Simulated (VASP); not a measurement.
# Y2Be2N (Immm) in VASP: a series of runs

Y2Be2N is run at these levels: PBE; tasks: single point, relaxation of cell and atoms.

Everything below comes from runs of VASP 6.6.1. Logs are shortened: lines on timing, memory, paths and dates and some standing lists are left out, and cuts for length are marked.

**1. The cell of the first run**

It takes space group Immm (No. 71, orthorhombic). Conventional cell: a = 3.824 Å, b = 5.027 Å, c = 7.593 Å, α = 90.00°, β = 90.00°, γ = 90.00°. Within 3.5 Å of Y (site symmetry mm2) lie 6 Be at 2.67 to 2.69 Å and 4 N at 2.95 to 2.96 Å and 5 Y at 3.08 to 3.24 Å. Be (site symmetry m2m) has 1 Be at 2.11 Å and 2 N at 2.41 Å and 6 Y at 2.67 to 2.69 Å within 2.8 Å. N (site symmetry mmm) has 4 Be at 2.41 Å and 8 Y at 2.95 to 2.96 Å within 3.2 Å.

The cell was generated, and may not be a known phase.

**2. Single point, PBE**

Input file INCAR:

```
SYSTEM = Y2Be2N
PREC     = Accurate       ! precision mode
ENCUT    = 520            ! plane-wave cutoff, eV
EDIFF    = 1E-6           ! SCF threshold, eV
ISMEAR   = 0              ! smearing method
SIGMA    = 0.1            ! smearing width, eV
LREAL    = .False.        ! projectors in reciprocal space
LASPH    = .True.         ! aspherical terms in the spheres
NELM     = 100            ! most SCF steps
ALGO     = Normal         ! electronic algorithm
ISIF     = 2              ! what is computed and relaxed
LWAVE    = .False.        ! write WAVECAR
LCHARG   = .False.        ! write CHGCAR
GGA      = PE             ! functional
NBANDS   = 24             ! bands
```

Input file KPOINTS:

```
regular mesh
0
Gamma
  6 6 6
  0 0 0
```

Input file POSCAR:

```
Y2Be2N
1.0
   -1.9120316000      2.5132690800      3.7967424500
    1.9120316000     -2.5132690800      3.7967424500
    1.9120316000      2.5132690800     -3.7967424500
Y Be N
2 2 1
Direct
    0.7025882100      0.2025882100      0.5000000000
    0.2974117900      0.7974117900      0.5000000000
    0.7097414700      0.5000000000      0.2097414700
    0.2902585300      0.5000000000      0.7902585300
    0.0000000000      0.0000000000      0.0000000000
```

Potentials or basis: VASP PAW PBE potentials, release 64 (Y_sv, Be, N).

Command:

```bash
$ cat potpaw_PBE.64/Y_sv/POTCAR potpaw_PBE.64/Be/POTCAR potpaw_PBE.64/N/POTCAR > POTCAR
$ mpirun -np 1 vasp_std > vasp.out
```

OUTCAR:

```text
SYSTEM = Y2Be2N
   PREC = Accurate
   ENCUT = 520
   EDIFF = 1E-6
   ISMEAR = 0
   LREAL = .False.
   LASPH = .True.
   NELM = 100
   ISIF = 2
   GGA = PE

 ion  position               nearest neighbor table
   1  0.703  0.203  0.500-   3 2.67   4 2.67   4 2.67   3 2.67   3 2.69   4 2.69   5 2.95   5 2.95
                             5 2.96   5 2.96   2 3.08   2 3.24   2 3.24   2 3.24   2 3.24
   2  0.297  0.797  0.500-   3 2.67   4 2.67   3 2.67   4 2.67   4 2.69   3 2.69   5 2.95   5 2.95
                             5 2.96   5 2.96   1 3.08   1 3.24   1 3.24   1 3.24   1 3.24
   3  0.710  0.500  0.210-   4 2.11   1 2.67   2 2.67   2 2.67   1 2.67   2 2.69   1 2.69
   4  0.290  0.500  0.790-   3 2.11   2 2.67   1 2.67   1 2.67   2 2.67   2 2.69   1 2.69
   5  0.000  0.000  0.000-   1 2.95   2 2.95   1 2.95   2 2.95   1 2.96   2 2.96   1 2.96   2 2.96

  LATTYP: Found a body centered orthorhombic cell.
 ALAT       =     3.8240632000
 B/A-ratio  =     1.3144495520
 C/A-ratio  =     1.9857111410

  Lattice vectors:

 A1 = (  -1.9120316000,   2.5132690800,   3.7967424500)
 A2 = (   1.9120316000,  -2.5132690800,   3.7967424500)
 A3 = (   1.9120316000,   2.5132690800,  -3.7967424500)

Analysis of symmetry for initial positions (statically):
=====================================================================
 Subroutine PRICEL returns:
 Original cell was already a primitive cell.

 Routine SETGRP: Setting up the symmetry group for a
 body centered orthorhombic supercell.

 Subroutine GETGRP returns: Found  8 space group operations
 (whereof  8 operations were pure point group operations)
 out of a pool of  8 trial point group operations.

The static configuration has the point symmetry D_2h.

Analysis of symmetry for dynamics (positions and initial velocities):
=====================================================================
 Subroutine PRICEL returns:
 Original cell was already a primitive cell.

 Routine SETGRP: Setting up the symmetry group for a
 body centered orthorhombic supercell.

 Subroutine GETGRP returns: Found  8 space group operations
 (whereof  8 operations were pure point group operations)
 out of a pool of  8 trial point group operations.

The dynamic configuration has the point symmetry D_2h.

 Subroutine INISYM returns: Found  8 space group operations
 (whereof  8 operations are pure point group operations),
 and found     1 'primitive' translations

----------------------------------------------------------------------------------------

                                     Primitive cell

  volume of cell :      72.9802

  direct lattice vectors                    reciprocal lattice vectors
    -1.912031600  2.513269080  3.796742450     0.000000000  0.198944078  0.131691840
     1.912031600 -2.513269080  3.796742450     0.261501954  0.000000000  0.131691840
     1.912031600  2.513269080 -3.796742450     0.261501954  0.198944078  0.000000000

  length of vectors
     4.938384305  4.938384305  4.938384305     0.238582244  0.292790049  0.328575742

  position of ions in fractional coordinates (direct lattice)
     0.702588210  0.202588210  0.500000000
     0.297411790  0.797411790  0.500000000
     0.709741470  0.500000000  0.209741470
     0.290258530  0.500000000  0.790258530
     0.000000000  0.000000000  0.000000000

  ion indices of the primitive-cell ions
   primitive index   ion index
                 1           1
                 2           2
                 3           3
                 4           4
                 5           5

----------------------------------------------------------------------------------------

 KPOINTS: regular mesh

Automatic generation of k-mesh.
 Grid dimensions read from file:
 generate k-points for:    6    6    6

 Generating k-lattice:

  Cartesian coordinates                     Fractional coordinates (reciprocal lattice)
     0.000000000  0.033157346  0.021948640     0.166666667  0.000000000  0.000000000
     0.043583659  0.000000000  0.021948640     0.000000000  0.166666667 -0.000000000
[... 48 lines left out ...]
 NGX is ok and might be reduce to    40
   NGX = 19   NGY = 19   NGZ = 19

 number of electron      31.0000000 magnetization

 Free energy of the ion-electron system (eV)
  ---------------------------------------------------
  ext. energy  EPLUGINS =         0.00000000
  ---------------------------------------------------
  free energy    TOTEN  =       -25.97200968 eV

  energy without entropy =      -25.95632743  energy(sigma->0) =      -25.96416856

 E-fermi :   4.9888     XC(G=0): -10.7560

 val. band max:        4.9750925787   @ k =  -0.1667  -0.1667   0.1667
 cond. band min:       4.9990950084   @ k =   0.3333   0.0000  -0.0000
 fundamental gap:      0.0240024297
 Fermi energy:         4.9888360409

 k-point     1 :       0.0000    0.0000    0.0000
  band No.  band energies     occupation
      1     -37.1090      2.00000
      2     -36.8868      2.00000
      3     -17.5169      2.00000
      4     -17.4911      2.00000
      5     -17.1098      2.00000
      6     -16.9797      2.00000
[... 16 lines left out ...]
     23       9.9464      0.00000
     24      11.2803      0.00000

 k-point     2 :       0.1667    0.0000   -0.0000
  band No.  band energies     occupation
      1     -37.0957      2.00000
      2     -36.9002      2.00000
      3     -17.5192      2.00000
      4     -17.4752      2.00000
      5     -17.0915      2.00000
      6     -16.9662      2.00000
[... 16 lines left out ...]
     23      10.1835      0.00000
     24      10.9758      0.00000

 k-point     3 :       0.3333    0.0000   -0.0000
  band No.  band energies     occupation
      1     -37.0613      2.00000
      2     -36.9350      2.00000
      3     -17.5642      2.00000
      4     -17.3746      2.00000
      5     -17.0424      2.00000
      6     -16.9925      2.00000
[... 16 lines left out ...]
     23       9.5823      0.00000
     24      10.4118      0.00000
[... 514 lines left out ...]
 k-point    23 :      -0.1667    0.1667    0.1667
  band No.  band energies     occupation
      1     -37.0632      2.00000
      2     -36.9168      2.00000
      3     -17.5272      2.00000
      4     -17.3000      2.00000
      5     -17.1979      2.00000
      6     -17.0406      2.00000
[... 16 lines left out ...]
     23      10.4242      0.00000
     24      10.4764      0.00000

 k-point    24 :       0.1667    0.3333    0.1667
  band No.  band energies     occupation
      1     -37.0217      2.00000
      2     -36.9525      2.00000
      3     -17.5429      2.00000
      4     -17.4941      2.00000
      5     -17.4723      2.00000
      6     -16.9353      2.00000
[... 16 lines left out ...]
     23      10.0498      0.00000
     24      10.4536      0.00000

 [... further k-points ...]

------------------------ aborting loop because EDIFF is reached ----------------------------------------

  FORCE on cell =-STRESS in cart. coord.  units (eV):
  Direction    XX          YY          ZZ          XY          YZ          ZX
  --------------------------------------------------------------------------------------
  -------------------------------------------------------------------------------------
  Total        0.7443848      0.6993038      8.5020682      0.0000000      0.0000000      0.0000000
  in kB       16.3419124     15.3522243    186.6508546      0.0000000      0.0000000      0.0000000
  external PRESSURE =      72.7816638 kB  Pullay stress =       0.0000000 kB

 VOLUME and BASIS-vectors are now :
 -----------------------------------------------------------------------------
  energy-cutoff  :      520.00
  volume of cell :       72.98
      direct lattice vectors                 reciprocal lattice vectors
    -1.912031600  2.513269080  3.796742450     0.000000000  0.198944078  0.131691840
     1.912031600 -2.513269080  3.796742450     0.261501954  0.000000000  0.131691840
     1.912031600  2.513269080 -3.796742450     0.261501954  0.198944078  0.000000000

 POSITION                                       TOTAL-FORCE (eV/Angst)
 -----------------------------------------------------------------------------------
      0.00000      2.51327      1.53835        -0.000000      0.000000      1.493567
      1.91203      0.00000      2.25839         0.000000     -0.000000     -1.493567
      0.00000      1.05427      3.79674        -0.000000      1.079115      0.000000
      1.91203      1.45900      0.00000        -0.000000     -1.079115      0.000000
      0.00000      0.00000      0.00000        -0.000000     -0.000000      0.000000
 -----------------------------------------------------------------------------------
    total drift:                                0.000000      0.000000     -0.000000

  FREE ENERGIE OF THE ION-ELECTRON SYSTEM (eV)
  ---------------------------------------------------
  free  energy   TOTEN  =       -25.9720096835 eV

  energy  without entropy=      -25.9563274306  energy(sigma->0) =      -25.96416856
```

It took 3.4 min on 1 thread of AMD EPYC 7R43 (Zen 3), shared host; peak memory 0.26 GiB.

Results:

```
Free energy            : -25.9720 eV
Pressure               : 7.3 GPa
Largest force          : 1.494 eV/Å
Band gap on the k mesh : zero (an odd number of electrons rules out a gap without spin polarisation)
```

Forces in eV/Å, atoms in the order of the input:
```
Y    0.000  0.000  1.494
Y    0.000  0.000 -1.494
Be   0.000  1.079  0.000
Be   0.000 -1.079  0.000
N    0.000  0.000  0.000
```

Levels at points of the mesh, in eV from the Fermi level:
| k point | band 12 | band 13 | band 14 | band 15 | band 16 | band 17 | band 18 | band 19 | band 20 | band 21 |
| --- | --- | --- | --- | --- | --- | --- | --- | --- | --- | --- |
| (0.00, 0.00, 0.00) | -3.55 | -3.18 | -1.36 | -0.44 | -0.23 | 0.76 | 1.36 | 1.73 | 1.75 | 4.54 |
| (0.50, 0.00, 0.00) | -3.01 | -2.29 | -2.00 | -1.05 | -0.22 | 0.29 | 2.00 | 2.23 | 2.45 | 2.49 |
| (0.00, 0.50, 0.00) | -3.30 | -2.86 | -1.49 | -1.31 | -0.50 | 0.32 | 1.55 | 3.03 | 3.81 | 4.12 |
| (0.50, 0.50, 0.00) | -3.74 | -2.67 | -1.11 | -0.32 | 0.04 | 0.76 | 1.37 | 2.62 | 3.37 | 3.40 |
| (0.50, 0.50, 0.50) | -3.54 | -2.73 | -1.10 | 0.13 | 0.40 | 0.85 | 1.01 | 1.64 | 1.76 | 3.40 |

Caveat: the stress differs along the axes, from 2 to 19 GPa; forces of over 1 eV/Å act on the atoms, so gaps and moduli don't describe the material at rest.

**3. Single point, PBE**

This run uses another cell than the first one, of 15.51 Å³/atom.

Input file INCAR:

```
ALGO = Normal
EDIFF = 1E-7
ENCUT = 520
GGA = PE
ISIF = 2
ISMEAR = 0
LASPH = True
LCHARG = False
LREAL = False
LWAVE = False
NBANDS = 24
NELM = 60
PREC = Accurate
SIGMA = 0.1
```

Input file KPOINTS:

```
k-points
0
Gamma
  6 6 6
```

Input file POSCAR:

```
Y2Be2N
1.0
   -1.4177538221      3.2058901790      4.2667956544
    1.4177538221     -3.2058901790      4.2667956544
    1.4177538221      3.2058901790     -4.2667956544
Y Be N
2 2 1
Direct
    0.6962220126      0.1962220126      0.5000000000
    0.3037779874      0.8037779874      0.5000000000
    0.8288105753      0.5000000000      0.3288105753
    0.1711894247      0.5000000000      0.6711894247
    0.0000000000      0.0000000000      0.0000000000
```

Potentials or basis: VASP PAW PBE potentials, release 64 (Y_sv, Be, N).

Command:

```bash
$ cat potpaw_PBE.64/Y_sv/POTCAR potpaw_PBE.64/Be/POTCAR potpaw_PBE.64/N/POTCAR > POTCAR
$ mpirun -np 1 vasp_std > vasp.out
```

Wall time 4.8 min (1 thread of AMD EPYC 7R43 (Zen 3), shared host); peak memory 0.27 GiB.

It converged, with:

* Free energy: -29.1015 eV
* Pressure: -0.2 GPa
* Largest force: 0.013 eV/Å
* Band gap on the k mesh: zero (an odd number of electrons rules out a gap without spin polarisation)

Forces on the atoms (eV/Å):
```
Y    0.000  0.000  0.013
Y    0.000  0.000 -0.013
Be   0.000  0.007  0.000
Be   0.000 -0.007  0.000
N    0.000  0.000  0.000
```

Stress tensor (GPa, compression positive):
```
-0.15  0.00  0.00
 0.00 -0.04  0.00
 0.00  0.00 -0.40
```

Levels at points of the mesh, in eV from the Fermi level:
```tsv
k point	band 11	band 12	band 13	band 14	band 15	band 16	band 17	band 18	band 19	band 20
(0.00, 0.00, 0.00)	-5.07	-4.51	-3.39	-0.98	-0.45	-0.42	-0.33	0.14	3.56	3.63
(0.50, 0.00, 0.00)	-5.19	-3.38	-2.27	-2.13	-1.79	-0.28	-0.26	0.40	2.44	2.84
(0.00, 0.50, 0.00)	-5.05	-3.82	-1.87	-1.30	-0.96	-0.57	0.58	2.02	2.50	2.55
(0.50, 0.50, 0.00)	-5.15	-3.58	-1.99	-1.65	-1.59	1.13	1.41	1.67	1.90	1.92
(0.50, 0.50, 0.50)	-5.54	-3.37	-3.02	-1.35	-0.69	-0.53	0.13	0.24	0.82	1.33
```

Caveat: the k points lie up to 0.39 Å⁻¹ apart, too coarse for converged energies and pressures of a metal.

**4. Relaxation of cell and atoms, PBE**

Input file INCAR:

```
SYSTEM = Y2Be2N
PREC = Accurate
ENCUT = 600
EDIFF = 1E-6
ISMEAR = 0
SIGMA = 0.1
LREAL = .False.
LASPH = .True.
NELM = 60
ALGO = Normal
ISIF = 3
LWAVE = .False.
LCHARG = .False.
GGA = PE
IBRION = 2
NSW = 90
EDIFFG = -0.04
```

Input file KPOINTS:

```
Automatic mesh
0
Gamma
  6 6 6
  0 0 0
```

Input file POSCAR:

```
Y2Be2N
1.0
   -1.9120316000      2.5132690800      3.7967424500
    1.9120316000     -2.5132690800      3.7967424500
    1.9120316000      2.5132690800     -3.7967424500
Y Be N
2 2 1
Direct
    0.7025882100      0.2025882100      0.5000000000
    0.2974117900      0.7974117900      0.5000000000
    0.7097414700      0.5000000000      0.2097414700
    0.2902585300      0.5000000000      0.7902585300
    0.0000000000      0.0000000000      0.0000000000
```

Command:

```bash
$ cat potpaw_PBE.64/Y_sv/POTCAR potpaw_PBE.64/Be/POTCAR potpaw_PBE.64/N/POTCAR > POTCAR
$ mpirun -np 1 vasp_std > vasp.out
```

Run time: 28 min. Hardware: 1 thread of AMD EPYC 7R43 (Zen 3), shared host; peak memory 0.29 GiB.

It converged, with:

```yaml
Free_energy: -29.0872 eV
Relaxed_volume: 15.41 Å³/atom
Relaxed_cell: a = 5.506 Å, b = 5.506 Å, c = 5.506 Å, α = 150.15°, β = 109.18°, γ = 78.71°
Space_group_after_relaxing_to_0.1_Å: Immm (No. 71)
Energy_gained_by_relaxing: 622.6 meV/atom
Ionic_steps: 19
Pressure_after_relaxing: 0.0 GPa
Largest_force_after_relaxing: 0.024 eV/Å
Band_gap_on_the_k_mesh: zero (an odd number of electrons rules out a gap without spin polarisation)
```

Forces in eV/Å, atoms in the order of the input:
```
Y    0.000  0.000 -0.024
Y    0.000  0.000  0.024
Be   0.000  0.004  0.000
Be   0.000 -0.004  0.000
N    0.000  0.000  0.000
```

Stress tensor (GPa, compression positive):
```
 0.10  0.00  0.00
 0.00  0.03  0.00
 0.00  0.00 -0.16
```

The path:
| step | energy change (eV) | largest force (eV/Å) | pressure (GPa) | volume (Å³) |
| --- | --- | --- | --- | --- |
| 1 | 0.0000 | 1.4938 | 7.24 | 72.98 |
| 2 | -0.6145 | 0.5230 | -1.59 | 80.03 |
| 3 | -0.6461 | 0.4079 | -3.60 | 82.16 |
| 4 | -0.9875 | 0.6355 | -3.09 | 79.81 |
| 5 | -1.6515 | 1.2978 | 3.12 | 71.26 |
| 6 | -1.8415 | 0.9331 | 3.92 | 72.06 |
| 7 | -1.8711 | 0.6316 | 4.73 | 72.43 |
| 8 | -2.2240 | 0.7263 | 0.72 | 77.28 |
| 9 | -2.3223 | 1.2071 | -3.57 | 84.50 |
| 10 | -2.3523 | 1.0847 | -2.49 | 82.29 |
| 11 | -2.6760 | 1.0993 | -3.78 | 83.28 |
| 12 | -2.7743 | 1.1064 | -4.22 | 83.65 |
| 13 | -3.0114 | 0.6530 | 0.41 | 77.24 |
| 14 | -3.0231 | 0.4819 | 2.23 | 75.41 |
| 15 | -3.0922 | 0.2537 | 0.21 | 76.39 |
| 16 | -3.0924 | 0.2295 | 0.29 | 76.34 |
| 17 | -3.1102 | 0.0269 | 0.06 | 76.81 |
| 18 | -3.1114 | 0.0677 | 0.01 | 76.96 |
| 19 | -3.1130 | 0.0240 | -0.01 | 77.05 |

Final structure:
```xyz
5
Lattice="-1.4179 3.1905 4.2576 1.4179 -3.1905 4.2576 1.4179 3.1905 -4.2576" Properties=species:S:1:pos:R:3 pbc="T T T"
Y     0.0000    3.1905    1.6783
Y     1.4179    0.0000    2.5793
Be    0.0000    2.0924    4.2576
Be    1.4179    1.0982    0.0000
N     0.0000    0.0000    0.0000
```

Levels at points of the mesh, in eV from the Fermi level:
| k point | band 13 | band 14 | band 15 | band 16 | band 17 | band 18 |
| --- | --- | --- | --- | --- | --- | --- |
| (0.00, 0.00, 0.00) | -3.42 | -0.98 | -0.43 | -0.42 | -0.31 | 0.15 |
| (0.50, 0.00, 0.00) | -2.26 | -2.13 | -1.78 | -0.28 | -0.25 | 0.42 |
| (0.00, 0.50, 0.00) | -1.88 | -1.31 | -0.98 | -0.58 | 0.58 | 2.03 |
| (0.50, 0.50, 0.00) | -2.00 | -1.65 | -1.63 | 1.14 | 1.38 | 1.67 |
| (0.50, 0.50, 0.50) | -3.03 | -1.36 | -0.69 | -0.58 | 0.17 | 0.25 |

**5. Single point, PBE**

This run uses another cell than the first one, of 15.55 Å³/atom.

Input file INCAR:

```
PREC = Accurate
ENCUT = 520
EDIFF = 1E-6
ISMEAR = 0
SIGMA = 0.1
LREAL = False
LASPH = True
NELM = 80
ALGO = Normal
ISIF = 2
LWAVE = False
LCHARG = True
GGA = PE
LELF = True
LVHAR = True
NBANDS = 24
```

Input file KPOINTS:

```
regular mesh
0
Gamma
  14 14 14
```

Input file POSCAR:

```
Y2Be2N
1.0
   -1.4171803230      3.2116969348      4.2718449523
    1.4171803230     -3.2116969348      4.2718449523
    1.4171803230      3.2116969348     -4.2718449523
Y Be N
2 2 1
Direct
    0.6961921649      0.1961921649      0.5000000000
    0.3038078351      0.8038078351      0.5000000000
    0.8293849851      0.5000000000      0.3293849851
    0.1706150149      0.5000000000      0.6706150149
    0.0000000000      0.0000000000      0.0000000000
```

Command:

```bash
$ cat potpaw_PBE.64/Y_sv/POTCAR potpaw_PBE.64/Be/POTCAR potpaw_PBE.64/N/POTCAR > POTCAR
$ mpirun -np 1 vasp_std > vasp.out
```

It took 32 min on 1 thread of AMD EPYC 7R43 (Zen 3), shared host; peak memory 0.85 GiB.

The run converged. Its results:

* Free energy: -29.0831 eV
* Pressure: 0.0 GPa
* Largest force: 0.017 eV/Å
* Band gap on the k mesh: zero (an odd number of electrons rules out a gap without spin polarisation)

Forces in eV/Å, atoms in the order of the input:
```
Y    0.000  0.000 -0.004
Y    0.000  0.000  0.004
Be   0.000 -0.017  0.000
Be   0.000  0.017  0.000
N    0.000  0.000  0.000
```

Stress tensor (GPa, compression positive):
```
 0.13  0.00  0.00
 0.00 -0.06  0.00
 0.00  0.00 -0.08
```

Levels at points of the mesh, in eV from the Fermi level:
| k point | band 13 | band 14 | band 15 | band 16 | band 17 | band 18 |
| --- | --- | --- | --- | --- | --- | --- |
| (0.00, 0.00, 0.00) | -3.43 | -0.96 | -0.48 | -0.41 | -0.35 | 0.14 |
| (0.50, 0.00, 0.00) | -2.28 | -2.14 | -1.79 | -0.27 | -0.25 | 0.39 |
| (0.00, 0.50, 0.00) | -1.87 | -1.30 | -0.96 | -0.58 | 0.58 | 2.00 |
| (0.50, 0.50, 0.00) | -1.98 | -1.65 | -1.59 | 1.13 | 1.41 | 1.65 |
| (0.50, 0.50, 0.50) | -3.03 | -1.36 | -0.67 | -0.54 | 0.11 | 0.24 |

**6. The runs side by side**

```tsv
task	cell	k mesh	cutoff (eV)	gap on the mesh (eV)	pressure (GPa)	largest force (eV/Å)
single point	a = 4.938 Å, angles 134.4, 118.8, 79.5°, 5 atoms, atomic positions A	6 × 6 × 6	520	none	7.3	1.49
single point	a = 5.522 Å, angles 150.2, 109.0, 78.8°, 5 atoms, atomic positions B	6 × 6 × 6	520	none	-0.2	0.01
relaxation of cell and atoms	relaxed from a = 4.938 Å, angles 134.4, 118.8, 79.5°, 5 atoms, atomic positions A	6 × 6 × 6	600	none	0.0	0.02
single point	a = 5.529 Å, angles 150.3, 109.0, 78.8°, 5 atoms, atomic positions C	14 × 14 × 14	520	none	0.0	0.02
```

Alike in all rows: level PBE; potentials or basis VASP PAW PBE potentials, release 64 (Y_sv, Be, N); no spin polarisation; smearing gaussian 0.1 eV.

Caveats: some runs use coarse meshes; the stress differs along the axes, from 2 to 19 GPa (at least some runs); forces of over 1 eV/Å act on the atoms, so gaps and moduli don't describe the material at rest (at least some runs).

Absolute energies hang on the potentials; compare differences alone.

The gap in the log of VASP goes by the Fermi energy; the results here count the filled bands.